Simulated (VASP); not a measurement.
HfC: single point with PBE

HfC:

```
Hf C
1.0
     0.06533    2.32500    2.32500
     2.39033    0.00000    2.39033
     2.32500    2.32500    0.06533
Hf C
1 1
Direct
  0.50000 0.50000 0.50000
  0.00000 0.00000 0.00000
```

This cell differs from its parent crystal: strain +0.0562 x Voigt [0, 0, 0, 0, 1, 0].

```yaml
Program: VASP 6.6.1
Task: single point
Functional: PBE
Potentials_or_basis: VASP PAW PBE potentials, release 64 (Hf_pv, C)
Cutoff: 520 eV
k_mesh: 18 × 18 × 18
Occupations: gaussian, width 0.15 eV
Spin: no spin polarisation
Dipole_correction: no
Further_INCAR_settings: ALGO = Normal; EDIFF = 1e-06; NBANDS = 14
```

The pressure is -0.3 GPa and the band gap on the k mesh is zero (bands 7 and 8 overlap by 1.37 eV).

Stress tensor (GPa, compression positive):
```
-0.16  0.00 -9.60
 0.00 -0.52  0.00
-9.60  0.00 -0.16
```

Levels at points of the mesh, in eV from the Fermi level:
```
           k point  band 3  band 4  band 5  band 6  band 7  band 8  band 9  band 10  band 11  band 12
(0.00, 0.00, 0.00)  -29.56  -12.33    0.81    0.97    0.99    1.19    1.28     1.79     3.41     3.41
(0.50, 0.00, 0.00)  -29.67   -8.49   -6.11   -3.36   -2.95    5.16    5.29     6.31     6.40    11.44
(0.00, 0.50, 0.00)  -29.63   -8.68   -6.21   -3.04   -2.60    4.63    5.46     5.87     6.70    11.07
(0.50, 0.50, 0.00)  -29.82  -10.42   -2.61   -1.79   -0.12   -0.11    5.22     6.62     6.69     8.65
(0.50, 0.00, 0.50)  -29.78  -10.44   -2.61   -1.81   -0.39    0.19    5.32     6.71     6.75     8.43
```

Wall time 73 s on 1 thread of Intel(R) Xeon(R) 6975P-C (Granite Rapids), with other jobs on the host, peak memory 0.41 GiB.

Caveat: the cell differs from its parent crystal (strain +0.0562 x Voigt [0, 0, 0, 0, 1, 0]); spin-orbit coupling is left out, which moves the levels of the heavy elements.
